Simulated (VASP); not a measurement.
# NiMoIrPdW (P3m1) in VASP: a series of runs

The runs below take NiMoIrPdW through single point, with PBE, PBE+D3(BJ), PBEsol.

All numbers are computed with VASP 6.6.1; they aren't measurements. Logs are shortened: lines on timing, memory, paths and dates and some standing lists are left out, and cuts for length are marked.

## 1. The cell of the first run

It takes space group P3m1 (No. 156, trigonal). Conventional cell: a = 2.815 Å, b = 2.815 Å, c = 11.563 Å, α = 90.00°, β = 90.00°, γ = 120.00°. Within 3.5 Å of Ni (site symmetry 3m) lie 3 W at 2.64 Å and 3 Pd at 2.73 Å and 6 Ni at 2.81 Å. Mo (site symmetry 3m) has 3 Ir at 2.72 Å and 1 W at 2.72 Å and 6 Mo at 2.81 Å within 3.6 Å. Pd (site symmetry 3m) has 3 Ni at 2.73 Å and 6 Pd at 2.81 Å and 3 Ir at 2.89 Å within 3.6 Å. Ir (site symmetry 3m) has 3 Mo at 2.72 Å and 6 Ir at 2.81 Å and 3 Pd at 2.89 Å within 3.6 Å. W (site symmetry 3m) has 3 Ni at 2.64 Å and 1 Mo at 2.72 Å and 6 W at 2.81 Å within 3.5 Å.

## 2. Single point, PBE, collinear spin, ferromagnetic start (volume scaled by 1.06)

INCAR reads:

```
SYSTEM = NiMoIrPdW
  PREC = Accurate
  ENCUT = 520
  EDIFF = 1E-6
  ISMEAR = -1
  SIGMA = 0.05
  LREAL = .False.
  LASPH = .True.
  NELM = 150
  ALGO = Normal
  ISIF = 2
  LWAVE = .False.
  LCHARG = .False.
  ISPIN = 2
  MAGMOM = 1 1 0 0.6 0
  LORBIT = 11
  LMAXMIX = 4
  GGA = PE
  NBANDS = 40
```

KPOINTS reads:

```
Automatic mesh
0
Gamma
  8 8 2
  0 0 0
```

POSCAR reads:

```
NiMoIrPdW
1.0
    2.8149266879      0.0000000000      0.0000000000
   -1.4074633439      2.4377922971      0.0000000000
    0.0000000000      0.0000000000     11.5629294088
Ni Mo Pd Ir W
1 1 1 1 1
Direct
    0.0000000000      0.0000000000      0.7091700000
    0.6666700000      0.3333300000      0.2942500000
    0.6666700000      0.3333300000      0.8990100000
    0.0000000000      0.0000000000      0.1060400000
    0.6666700000      0.3333300000      0.5292100000
```

Potentials or basis: VASP PAW PBE potentials, release 64 (Ni, Mo_sv, Pd, Ir, W_sv).

On the command line:

```console
$ cat potpaw_PBE.64/Ni/POTCAR potpaw_PBE.64/Mo_sv/POTCAR potpaw_PBE.64/Pd/POTCAR potpaw_PBE.64/Ir/POTCAR potpaw_PBE.64/W_sv/POTCAR > POTCAR
$ mpirun -np 1 vasp_std > vasp.out
```

OUTCAR:

```text
SYSTEM = NiMoIrPdW
   PREC = Accurate
   ENCUT = 520
   EDIFF = 1E-6
   ISMEAR = -1
   LREAL = .False.
   LASPH = .True.
   NELM = 150
   ISIF = 2
   ISPIN = 2
   LORBIT = 11
   GGA = PE

 ion  position               nearest neighbor table
   1  0.000  0.000  0.709-   5 2.64   5 2.64   5 2.64   3 2.73   3 2.73   3 2.73
   2  0.667  0.333  0.294-   4 2.72   4 2.72   4 2.72   5 2.72
   3  0.667  0.333  0.899-   1 2.73   1 2.73   1 2.73   4 2.89   4 2.89   4 2.89
   4  0.000  0.000  0.106-   2 2.72   2 2.72   2 2.72   3 2.89   3 2.89   3 2.89
   5  0.667  0.333  0.529-   1 2.64   1 2.64   1 2.64   2 2.72

  LATTYP: Found a hexagonal cell.
 ALAT       =     2.8149266879
 C/A-ratio  =     4.1077195575

  Lattice vectors:

 A1 = (   2.8149266879,   0.0000000000,   0.0000000000)
 A2 = (  -1.4074633439,   2.4377922971,   0.0000000000)
 A3 = (   0.0000000000,   0.0000000000,  11.5629294088)

Analysis of symmetry for initial positions (statically):
=====================================================================
 Subroutine PRICEL returns:
 Original cell was already a primitive cell.

 Routine SETGRP: Setting up the symmetry group for a
 hexagonal supercell.

 Subroutine GETGRP returns: Found  2 space group operations
 (whereof  2 operations were pure point group operations)
 out of a pool of 24 trial point group operations.

The static configuration has the point symmetry C_1h.

Analysis of symmetry for dynamics (positions and initial velocities):
=====================================================================
 Subroutine PRICEL returns:
 Original cell was already a primitive cell.

 Routine SETGRP: Setting up the symmetry group for a
 hexagonal supercell.

 Subroutine GETGRP returns: Found  2 space group operations
 (whereof  2 operations were pure point group operations)
 out of a pool of 24 trial point group operations.

The dynamic configuration has the point symmetry C_1h.

Analysis of structural, dynamic, and magnetic symmetry:
=====================================================================
 Subroutine PRICEL returns:
 Original cell was already a primitive cell.

 Routine SETGRP: Setting up the symmetry group for a
 hexagonal supercell.

 Subroutine GETGRP returns: Found  2 space group operations
 (whereof  2 operations were pure point group operations)
 out of a pool of 24 trial point group operations.

The overall configuration has the point symmetry C_1h.

 Subroutine INISYM returns: Found  2 space group operations
 (whereof  2 operations are pure point group operations),
 and found     1 'primitive' translations

----------------------------------------------------------------------------------------

                                     Primitive cell

  volume of cell :      79.3472

  direct lattice vectors                    reciprocal lattice vectors
     2.814926688  0.000000000  0.000000000     0.355249039  0.205103610  0.000000000
    -1.407463344  2.437792297  0.000000000     0.000000000  0.410207220  0.000000000
     0.000000000  0.000000000 11.562929409     0.000000000  0.000000000  0.086483275

  length of vectors
     2.814926688  2.814921730 11.562929409     0.410206497  0.410207220  0.086483275

  position of ions in fractional coordinates (direct lattice)
     0.000000000  0.000000000  0.709170000
     0.666670000  0.333330000  0.294250000
     0.666670000  0.333330000  0.899010000
     0.000000000  0.000000000  0.106040000
     0.666670000  0.333330000  0.529210000

  ion indices of the primitive-cell ions
   primitive index   ion index
                 1           1
                 2           2
                 3           3
                 4           4
                 5           5

----------------------------------------------------------------------------------------

 KPOINTS: Automatic mesh

Automatic generation of k-mesh.
 Grid dimensions read from file:
 generate k-points for:    8    8    2

 Generating k-lattice:

  Cartesian coordinates                     Fractional coordinates (reciprocal lattice)
     0.044406130  0.025637951  0.000000000     0.125000000  0.000000000  0.000000000
     0.000000000  0.051275902  0.000000000     0.000000000  0.125000000  0.000000000
     0.000000000  0.000000000  0.043241637     0.000000000  0.000000000  0.500000000

  Length of vectors
     0.051275812  0.051275902  0.043241637

  Shift w.r.t. Gamma in fractional coordinates (k-lattice)
     0.000000000  0.000000000  0.000000000

 Subroutine IBZKPT returns following result:
 ===========================================

 Found     42 irreducible k-points:

 Following reciprocal coordinates:
            Coordinates               Weight
  0.000000  0.000000  0.000000      1.000000
  0.125000 -0.000000  0.000000      4.000000
 -0.125000  0.125000  0.000000      2.000000
  0.250000 -0.000000  0.000000      4.000000
 -0.250000  0.250000  0.000000      2.000000
  0.375000  0.000000  0.000000      4.000000
[... 65 lines left out ...]
  ---------------------------------------------------
  ext. energy  EPLUGINS =         0.00000000
  ---------------------------------------------------
  free energy    TOTEN  =       -42.09169201 eV

  energy without entropy =      -42.04699853  energy(sigma->0) =      -42.06934527

 E-fermi :   9.1781     XC(G=0): -12.8355

 val. band max:        9.1417605000   @ k =   0.5000  -0.0000   0.5000
 cond. band min:       9.2064631978   @ k =   0.0000   0.0000   0.5000
 fundamental gap:      0.0647026978
 Fermi energy:         9.1781211198

 spin component 1

 k-point     1 :       0.0000    0.0000    0.0000
  band No.  band energies     occupation
      1     -64.8081      1.00000
      2     -51.8694      1.00000
      3     -29.0965      1.00000
      4     -28.4738      1.00000
      5     -28.4737      1.00000
      6     -25.9576      1.00000
[... 32 lines left out ...]
     39      17.3682      0.00000
     40      18.2936      0.00000

 k-point     2 :       0.1250   -0.0000    0.0000
  band No.  band energies     occupation
      1     -64.7961      1.00000
      2     -51.8467      1.00000
      3     -29.0751      1.00000
      4     -28.6241      1.00000
      5     -28.5084      1.00000
      6     -25.9348      1.00000
[... 935 lines left out ...]
     39      16.6559      0.00000
     40      20.5229      0.00000

 k-point    24 :      -0.1250    0.1250    0.5000
  band No.  band energies     occupation
      1     -64.7961      1.00000
      2     -51.8467      1.00000
      3     -29.0751      1.00000
      4     -28.6241      1.00000
      5     -28.5083      1.00000
      6     -25.9348      1.00000
[... 32 lines left out ...]
     39      16.6559      0.00000
     40      20.5229      0.00000

 [... further k-points ...]

 spin component 2

 k-point     1 :       0.0000    0.0000    0.0000
  band No.  band energies     occupation
      1     -64.8081      1.00000
      2     -51.8694      1.00000
      3     -29.0964      1.00000
      4     -28.4737      1.00000
      5     -28.4737      1.00000
      6     -25.9577      1.00000
[... 32 lines left out ...]
     39      17.3681      0.00000
     40      18.2935      0.00000

 k-point     2 :       0.1250   -0.0000    0.0000
  band No.  band energies     occupation
      1     -64.7960      1.00000
      2     -51.8467      1.00000
      3     -29.0750      1.00000
      4     -28.6240      1.00000
      5     -28.5083      1.00000
      6     -25.9349      1.00000
[... 935 lines left out ...]
     39      16.6558      0.00000
     40      20.5229      0.00000

 k-point    24 :      -0.1250    0.1250    0.5000
  band No.  band energies     occupation
      1     -64.7960      1.00000
      2     -51.8467      1.00000
      3     -29.0751      1.00000
      4     -28.6241      1.00000
      5     -28.5083      1.00000
      6     -25.9349      1.00000
[... 32 lines left out ...]
     39      16.6558      0.00000
     40      20.5229      0.00000

 [... further k-points ...]

------------------------ aborting loop because EDIFF is reached ----------------------------------------

  FORCE on cell =-STRESS in cart. coord.  units (eV):
  Direction    XX          YY          ZZ          XY          YZ          ZX
  --------------------------------------------------------------------------------------
  -------------------------------------------------------------------------------------
  Total       -5.7719246     -5.7719770     -5.8875768     -0.0000688      0.0000272     -0.0000473
  in kB     -116.5465888   -116.5476463   -118.8818356     -0.0013898      0.0005494     -0.0009543
  external PRESSURE =    -117.3253569 kB  Pullay stress =       0.0000000 kB

 VOLUME and BASIS-vectors are now :
 -----------------------------------------------------------------------------
  energy-cutoff  :      520.00
  volume of cell :       79.35
      direct lattice vectors                 reciprocal lattice vectors
     2.814926688  0.000000000  0.000000000     0.355249039  0.205103610  0.000000000
    -1.407463344  2.437792297  0.000000000     0.000000000  0.410207220  0.000000000
     0.000000000  0.000000000 11.562929409     0.000000000  0.000000000  0.086483275

 POSITION                                       TOTAL-FORCE (eV/Angst)
 -----------------------------------------------------------------------------------
      0.00000      0.00000      8.20008         0.000023     -0.000014     -0.157527
      1.40748      0.81259      3.40239        -0.000045      0.000026     -0.109355
      1.40748      0.81259     10.39519        -0.000019      0.000011      0.079502
      0.00000      0.00000      1.22613         0.000054     -0.000031      0.126702
      1.40748      0.81259      6.11922        -0.000014      0.000008      0.060678
 -----------------------------------------------------------------------------------
    total drift:                                0.000004      0.000008      0.000488

  FREE ENERGIE OF THE ION-ELECTRON SYSTEM (eV)
  ---------------------------------------------------
  free  energy   TOTEN  =       -42.0916920088 eV

  energy  without entropy=      -42.0469985323  energy(sigma->0) =      -42.06934527

 total charge

# of ion       s       p       d       tot
------------------------------------------
    1        0.437   0.376   8.308   9.121
    2        2.356   6.167   3.901  12.424
    3        0.465   0.422   8.464   9.351
    4        0.656   0.582   6.902   8.139
    5        2.424   6.248   3.293  11.965
--------------------------------------------------
tot          6.338  13.794  30.868  51.000

 magnetization (x)

# of ion       s       p       d       tot
------------------------------------------
    1       -0.000   0.000  -0.000  -0.000
    2       -0.000  -0.000  -0.000  -0.000
    3       -0.000   0.000  -0.000  -0.000
    4        0.000  -0.000   0.000   0.000
    5       -0.000   0.000   0.000   0.000
--------------------------------------------------
tot         -0.000   0.000  -0.000  -0.000
```

Run time: 5.8 min. Hardware: 1 thread of Intel Xeon 6975P-C (Granite Rapids), shared host; peak memory 0.43 GiB.

Results:

| Quantity | Value |
| --- | --- |
| Free energy | -42.0917 eV |
| Pressure | -11.7 GPa |
| Largest force | 0.158 eV/Å |
| Net moment | 0.00 μB per cell |
| Valence electrons inside the program's atomic spheres | Ni 9.12; Mo 12.42; Pd 9.35; Ir 8.14; W 11.96 |

Forces on the atoms (eV/Å):
```
Ni   0.000  0.000 -0.158
Mo   0.000  0.000 -0.109
Pd   0.000  0.000  0.080
Ir   0.000  0.000  0.127
W    0.000  0.000  0.061
```

Levels at points of the mesh, in eV from the Fermi level:
Spin up:
```tsv
k point	band 24	band 25	band 26	band 27	band 28	band 29	band 30	band 31	band 32	band 33
(0.00, 0.00, 0.00)	-1.45	-1.30	-1.30	-0.91	-0.79	-0.79	-0.06	-0.06	0.16	0.24
(0.50, 0.00, 0.00)	-0.51	-0.39	-0.33	-0.04	0.85	0.94	1.16	1.88	2.05	2.64
(0.50, 0.50, 0.00)	-0.51	-0.38	-0.33	-0.04	0.85	0.94	1.16	1.88	2.05	2.64
(0.00, 0.00, 0.50)	-1.45	-1.24	-1.24	-0.99	-0.86	-0.86	0.03	0.03	0.19	0.19
(0.50, 0.00, 0.50)	-0.46	-0.33	-0.04	0.22	0.79	0.87	1.17	1.24	2.45	2.57
(0.50, 0.50, 0.50)	-0.46	-0.33	-0.04	0.22	0.79	0.87	1.17	1.24	2.45	2.57
```
Spin down:
```
           k point  band 25  band 26  band 27  band 28  band 29  band 30  band 31  band 32
(0.00, 0.00, 0.00)    -1.30    -1.30    -0.91    -0.79    -0.79    -0.06    -0.06     0.16
(0.50, 0.00, 0.00)    -0.39    -0.33    -0.04     0.85     0.94     1.16     1.88     2.05
(0.50, 0.50, 0.00)    -0.39    -0.33    -0.04     0.85     0.94     1.16     1.88     2.05
(0.00, 0.00, 0.50)    -1.24    -1.24    -0.99    -0.86    -0.86     0.03     0.03     0.19
(0.50, 0.00, 0.50)    -0.33    -0.04     0.22     0.79     0.87     1.17     1.24     2.45
(0.50, 0.50, 0.50)    -0.33    -0.04     0.22     0.79     0.87     1.17     1.24     2.45
```

Caveat: the cell differs from its parent crystal (volume scaled by 1.06); spin-orbit coupling is left out, which moves the levels of the heavy elements.

## 3. Single point, PBE+D3(BJ), collinear spin, ferromagnetic start

This run uses another cell than the first one, of 14.52 Å³/atom, 0.915 times its volume.

INCAR reads:

```
SYSTEM = NiMoIrPdW
PREC = Accurate ; ENCUT = 520
EDIFF = 1E-7 ; ISMEAR = -1
SIGMA = 0.05 ; LREAL = .FALSE.
LASPH = .TRUE. ; NELM = 150
ALGO = Normal ; ISIF = 2
LWAVE = .FALSE. ; LCHARG = .FALSE.
ISPIN = 2 ; MAGMOM = 1 1 0 0.6 0
LORBIT = 11 ; LMAXMIX = 4
GGA = PE ; IVDW = 12
NBANDS = 40
```

KPOINTS reads:

```
Automatic mesh
0
G
  7 7 2
  0 0 0
```

POSCAR reads:

```
NiMoIrPdW
1.0
    2.7385321345      0.0000000000      0.0000000000
   -1.3692660672      2.3716383975      0.0000000000
    0.0000000000      0.0000000000     11.1815913178
Ni Mo Pd Ir W
1 1 1 1 1
Direct
    0.0000000000      0.0000000000      0.7091660147
    0.6666666667      0.3333333333      0.2960750803
    0.6666666667      0.3333333333      0.8984692105
    0.0000000000      0.0000000000      0.1053044696
    0.6666666667      0.3333333333      0.5286652249
```

Potentials or basis: VASP PAW PBE potentials, release 64 (Ni, Mo_sv, Pd, Ir, W_sv).

On the command line:

```console
$ cat potpaw_PBE.64/Ni/POTCAR potpaw_PBE.64/Mo_sv/POTCAR potpaw_PBE.64/Pd/POTCAR potpaw_PBE.64/Ir/POTCAR potpaw_PBE.64/W_sv/POTCAR > POTCAR
$ mpirun -np 1 vasp_std > vasp.out
```

It took 1.9 min on 1 thread of AMD EPYC 9R14 (Zen 4), shared host; peak memory 0.25 GiB.

It converged, with:

```yaml
Free_energy: -45.4596 eV
Pressure: 0.5 GPa
Largest_force: 0.032 eV/Å
Net_moment: 0.00 μB per cell
Valence_electrons_inside_the_program's_atomic_spheres: Ni 9.26; Mo 12.62; Pd 9.53; Ir 8.38; W 12.16
Dispersion_energy_per_atom: -0.645 eV
```

Forces on the atoms (eV/Å):
```
Ni   0.000  0.000  0.029
Mo   0.000  0.000  0.012
Pd   0.000  0.000 -0.011
Ir   0.000  0.000 -0.032
W    0.000  0.000  0.001
```

Levels at points of the mesh, in eV from the Fermi level:
Spin up:
| k point | band 27 | band 28 | band 29 | band 30 | band 31 | band 32 |
| --- | --- | --- | --- | --- | --- | --- |
| (0.00, 0.00, 0.00) | -0.93 | -0.93 | -0.91 | -0.11 | -0.11 | 0.16 |
| (0.00, 0.00, 0.50) | -1.05 | -1.03 | -1.03 | 0.00 | 0.00 | 0.23 |
Spin down:
```
           k point  band 26  band 27  band 28  band 29  band 30  band 31  band 32  band 33
(0.00, 0.00, 0.00)    -1.47    -0.93    -0.93    -0.91    -0.11    -0.11     0.16     0.29
(0.00, 0.00, 0.50)    -1.37    -1.05    -1.03    -1.03     0.00     0.00     0.23     0.23
```

Caveat: the k points lie up to 0.38 Å⁻¹ apart; spin-orbit coupling is left out, which moves the levels of the heavy elements; pairwise dispersion overbinds metals, which lowers pressure and volume.

## 4. Single point, PBEsol, collinear spin, ferromagnetic start

This run uses another cell than the first one, of 14.40 Å³/atom, 0.907 times its volume.

INCAR reads:

```
SYSTEM = NiMoIrPdW
ALGO = Normal ; EDIFF = 1E-6
ENCUT = 520 ; GGA = PS
ISIF = 2 ; ISMEAR = -1
ISPIN = 2 ; LASPH = .True.
LCHARG = .False. ; LMAXMIX = 4
LORBIT = 11 ; LREAL = .False.
LWAVE = .False. ; MAGMOM = 1 1 0 0.6 0
NBANDS = 40 ; NELM = 150
PREC = Accurate ; SIGMA = 0.05
```

KPOINTS reads:

```
k-points
0
Gamma
  8 8 2
  0 0 0
```

POSCAR reads:

```
NiMoIrPdW
1.0
    2.7285605763      0.0000000000      0.0000000000
   -1.3642802882      2.3630027749      0.0000000000
    0.0000000000      0.0000000000     11.1639412972
Ni Mo Pd Ir W
1 1 1 1 1
Direct
    0.0000000000      0.0000000000      0.7107120417
    0.6666666667      0.3333333333      0.2947834806
    0.6666666667      0.3333333333      0.8983177598
    0.0000000000      0.0000000000      0.1033224343
    0.6666666667      0.3333333333      0.5305442836
```

On the command line:

```console
$ cat potpaw_PBE.64/Ni/POTCAR potpaw_PBE.64/Mo_sv/POTCAR potpaw_PBE.64/Pd/POTCAR potpaw_PBE.64/Ir/POTCAR potpaw_PBE.64/W_sv/POTCAR > POTCAR
$ mpirun -np 1 vasp_std > vasp.out
```

Wall time 5.8 min (1 thread of Intel Xeon 8259CL, shared host); peak memory 0.28 GiB.

The run converged. Its results:

```yaml
Free_energy: -46.2730 eV
Pressure: 0.5 GPa
Largest_force: 0.043 eV/Å
Net_moment: 0.00 μB per cell
Valence_electrons_inside_the_program's_atomic_spheres: Ni 9.28; Mo 12.63; Pd 9.56; Ir 8.38; W 12.17
```

Forces in eV/Å, atoms in the order of the input:
```
Ni   0.000  0.000  0.036
Mo   0.000  0.000  0.022
Pd   0.000  0.000 -0.009
Ir   0.000  0.000 -0.043
W    0.000  0.000 -0.006
```

Levels at points of the mesh, in eV from the Fermi level:
Spin up:
| k point | band 24 | band 25 | band 26 | band 27 | band 28 | band 29 | band 30 | band 31 | band 32 | band 33 |
| --- | --- | --- | --- | --- | --- | --- | --- | --- | --- | --- |
| (0.00, 0.00, 0.00) | -1.64 | -1.51 | -1.51 | -1.00 | -0.92 | -0.92 | -0.10 | -0.10 | 0.08 | 0.26 |
| (0.50, 0.00, 0.00) | -0.56 | -0.54 | -0.40 | -0.05 | 1.01 | 1.03 | 1.27 | 2.09 | 2.15 | 2.96 |
| (0.00, 0.00, 0.50) | -1.66 | -1.41 | -1.41 | -1.15 | -1.02 | -1.02 | 0.02 | 0.02 | 0.19 | 0.19 |
| (0.50, 0.00, 0.50) | -0.47 | -0.39 | -0.05 | 0.12 | 0.83 | 1.08 | 1.25 | 1.36 | 2.65 | 2.86 |
Spin down:
```
           k point  band 25  band 26  band 27  band 28  band 29  band 30  band 31  band 32
(0.00, 0.00, 0.00)    -1.51    -1.51    -1.00    -0.92    -0.92    -0.10    -0.10     0.08
(0.50, 0.00, 0.00)    -0.54    -0.40    -0.05     1.01     1.03     1.27     2.09     2.15
(0.00, 0.00, 0.50)    -1.41    -1.41    -1.15    -1.02    -1.02     0.02     0.02     0.19
(0.50, 0.00, 0.50)    -0.39    -0.05     0.12     0.83     1.08     1.25     1.36     2.65
```

Caveat: the PAW data sets were made with another functional, which shifts forces and pressure a little; spin-orbit coupling is left out, which moves the levels of the heavy elements.

## 5. The runs side by side

| level | cell | k mesh | gap on the mesh (eV) | pressure (GPa) | moment (μB) | largest force (eV/Å) |
| --- | --- | --- | --- | --- | --- | --- |
| PBE | a = 2.815, b = 2.815, c = 11.563 Å, angles 90.0, 90.0, 120.0°, 5 atoms | 8 × 8 × 2 | none | -11.7 | 0.00 | 0.16 |
| PBE+D3(BJ) | a = 2.739, b = 2.739, c = 11.182 Å, angles 90.0, 90.0, 120.0°, 5 atoms | 7 × 7 × 2 | none | 0.5 | 0.00 | 0.03 |
| PBEsol | a = 2.729, b = 2.729, c = 11.164 Å, angles 90.0, 90.0, 120.0°, 5 atoms | 8 × 8 × 2 | none | 0.5 | 0.00 | 0.04 |

Alike in all rows: task single point; potentials or basis VASP PAW PBE potentials, release 64 (Ni, Mo_sv, Pd, Ir, W_sv); spin collinear, ferromagnetic start; cutoff (eV) 520; smearing fermi-dirac 0.05 eV.

Caveats: some runs use coarse meshes; spin-orbit coupling is left out, which moves the levels of the heavy elements; pairwise dispersion overbinds metals, which lowers pressure and volume (some runs); the PAW data sets were made with another functional, which shifts forces and pressure a little (some runs).

Total energies depend on the potentials used, so only differences within one code and one set of settings carry meaning.
